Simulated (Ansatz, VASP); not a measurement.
# Al in VASP and in Ansatz

File INCAR:

```
ALGO = Fast
EDIFF = 1E-7
ENCUT = 520
GGA = PE
ISIF = 2
ISMEAR = 0
IVDW = 12
LASPH = True
LCHARG = True
LELF = True
LREAL = False
LVHAR = True
LWAVE = False
NBANDS = 8
NELM = 60
PREC = Accurate
SIGMA = 0.15
```

KPOINTS

```
k-points
0
Gamma
  20 20 20
```

The input POSCAR:

```
Al
1.0
    0.0000000000      2.0239800000      1.9329009000
    2.0239800000      0.0000000000      1.9329009000
    2.0239800000      2.0239800000      0.0000000000
Al
1
Direct
    0.0000000000      0.0000000000      0.0000000000
```

Input for Ansatz:

```yaml
crystal:
  lattice:
    - [0.0, 2.02398, 1.9329009]
    - [2.02398, 0.0, 1.9329009]
    - [2.02398, 2.02398, 0.0]
  atoms:
    - { symbol: Al, position: [0.0, 0.0, 0.0] }
basis:
  ecutwfc: 420
kpoints:
  mp_grid: { grid: [20, 20, 20] }
hamiltonian:
  xc: pbe
  dispersion: d3bj
scf:
  occupations: { method: gaussian, width: 0.15 }
output:
  forces: true
  stress: true
  eigenvalues: true
```

Change from the starting cell: strain -0.0450 x Voigt [0, 0, 1, 0, 0, 0], atoms carried along.

Alike in both runs: task single point; functional PBE; dispersion D3(BJ); k mesh 20 × 20 × 20; occupations gaussian, width 0.15 eV; no spin polarisation.

|  | VASP | Ansatz |
| --- | --- | --- |
| version | VASP 6.6.1 | Ansatz 0.2.0 |
| potentials or method | VASP PAW PBE potentials, release 64 (Al), cutoff 520 eV | scalar-relativistic, plane waves, PAW |
| valence electrons in the cell | 3 | 3 |

```tsv
	VASP	Ansatz	Ansatz less VASP
gap on the k mesh at the Fermi level (eV)	none	none	-
pressure (GPa)	-0.1	-0.1	+0.04
traceless stress, the component that is largest in VASP (GPa)	1.83	1.83	+0.003
```

A gap of «none» marks a metal or a gap that the smearing closes.
